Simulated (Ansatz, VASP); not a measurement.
## Ta in VASP and in Ansatz

Contents of INCAR:

```
ALGO = Normal
EDIFF = 1E-6
ENCUT = 520
GGA = PE
ISIF = 2
ISMEAR = 0
LASPH = T
LCHARG = T
LELF = T
LREAL = F
LVHAR = T
LWAVE = F
NBANDS = 12
NELM = 100
PREC = Accurate
SIGMA = 0.15
```

File KPOINTS:

```
k-points
0
Gamma
  20 20 20
```

File POSCAR:

```
Ta
1.0
   -1.5522032000      1.5522032000      1.6512800000
    1.5522032000     -1.5522032000      1.6512800000
    1.5522032000      1.5522032000     -1.6512800000
Ta
1
Direct
    0.0000000000      0.0000000000      0.0000000000
```

Input for Ansatz:

```yaml
crystal:
  lattice:
    - [-1.5522032, 1.5522032, 1.65128]
    - [1.5522032, -1.5522032, 1.65128]
    - [1.5522032, 1.5522032, -1.65128]
  atoms:
    - { symbol: Ta, position: [0.0, 0.0, 0.0] }
basis:
  ecutwfc: 420
kpoints:
  mp_grid: { grid: [20, 20, 20] }
hamiltonian:
  xc: pbe
scf:
  occupations: { method: gaussian, width: 0.15 }
output:
  forces: true
  stress: true
  eigenvalues: true
```

Change from the starting cell: strain -0.0600 x Voigt [1, 1, 0, 0, 0, 0], atoms carried along.

Alike in both runs: task single point; functional PBE; k mesh 20 × 20 × 20; occupations gaussian, width 0.15 eV; no spin polarisation.

|  | VASP | Ansatz |
| --- | --- | --- |
| version | VASP 6.6.1 | Ansatz 0.2.0 |
| potentials or method | VASP PAW PBE potentials, release 64 (Ta_pv), cutoff 520 eV | scalar-relativistic, plane waves, PAW |
| valence electrons in the cell | 11 | 13 |

Ansatz gave:

- gap on the k mesh at the Fermi level (eV): none
- pressure (GPa): 35.6
- traceless stress, the component that is largest in VASP (GPa): -6.39

Problem. Which values does VASP return?

Solution. gap on the k mesh at the Fermi level (eV): none; pressure (GPa): 36.0; traceless stress, the component that is largest in VASP (GPa): -6.37.

A gap of «none» marks a metal or a gap that the smearing closes. Both programs put the cell under a high pressure, so it lies far from rest at this level. VASP's potentials hold 11 valence electrons a cell and Ansatz's 13, so a difference there can come from the potentials and not from the codes.

Spin-orbit coupling is off throughout.
